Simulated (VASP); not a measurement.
Write the native input for VASP 6.6.1 that does the following.

| Item | Value |
| --- | --- |
| Task | single point |
| Functional | PBE |
| Potentials or basis | VASP PAW PBE potentials, release 64 (Ta_pv, H) |
| Cutoff | 520 eV |
| k mesh | 10 × 10 × 1 |
| Occupations | gaussian, width 0.1 eV |
| Spin | collinear spin |
| Starting moments | [0.0, 0.0, 0.0, 1.0] μB |
| Dipole correction | yes |
| Further INCAR settings | ALGO = Normal; EDIFF = 1e-06; NBANDS = 29 |

The structure of Ta3H lies in POSCAR:

```
Ta3H
1.0
    2.8743098520      0.0000000000      0.0000000000
   -0.9581032840      2.7099253168      0.0000000000
    0.0000000000      0.0000000000     21.5266897253
Ta H
3 1
Direct
    0.5000000000      0.5000000000      0.1858158431
    0.0000000000      0.0000000000      0.2909732295
    0.5000000000      0.5000000000      0.3960985100
    0.8333333333      0.8333333333      0.4969036049
```

One way to write it, as run:

INCAR

```
SYSTEM = Ta3H
ALGO     = Normal         ! electronic algorithm
DIPOL    = 0.5 0.5 0.342
EDIFF    = 1E-6           ! SCF threshold, eV
ENCUT    = 520            ! plane-wave cutoff, eV
GGA      = PE             ! functional
IDIPOL   = 3            
ISIF     = 2              ! what is computed and relaxed
ISMEAR   = 0              ! smearing method
ISPIN    = 2              ! spin polarisation
LASPH    = .TRUE.         ! aspherical terms in the spheres
LCHARG   = .FALSE.        ! write CHGCAR
LDIPOL   = .TRUE.       
LMAXMIX  = 4              ! l up to which the mixer works
LORBIT   = 11             ! projections on sites
LREAL    = .FALSE.        ! projectors in reciprocal space
LWAVE    = .FALSE.        ! write WAVECAR
MAGMOM   = 0 0 0 1        ! initial moments
NBANDS   = 29             ! bands
NELM     = 150            ! most SCF steps
PREC     = Accurate       ! precision mode
SIGMA    = 0.1            ! smearing width, eV
```

KPOINTS

```
k-points
0
G
  10 10 1
  0 0 0
```

Potentials or basis: VASP PAW PBE potentials, release 64 (Ta_pv, H).

Launch:

```console
$ cat potpaw_PBE.64/Ta_pv/POTCAR potpaw_PBE.64/H/POTCAR > POTCAR
$ mpirun -np 1 vasp_std > vasp.out
```

It gave:

```yaml
Largest_force: 2.346 eV/Å
Band_gap_on_the_k_mesh: zero (filled and empty bands overlap)
Net_moment: 0.00 μB per cell
Valence_electrons_inside_the_program's_atomic_spheres: Ta 8.85, 8.95, 8.79; H 0.40
```

Caveat: spin-orbit coupling is left out, which moves the levels of the heavy elements.

Wall time 16 min on 1 thread of Intel Xeon 8259CL, on a shared host, peak memory 0.5 GiB.
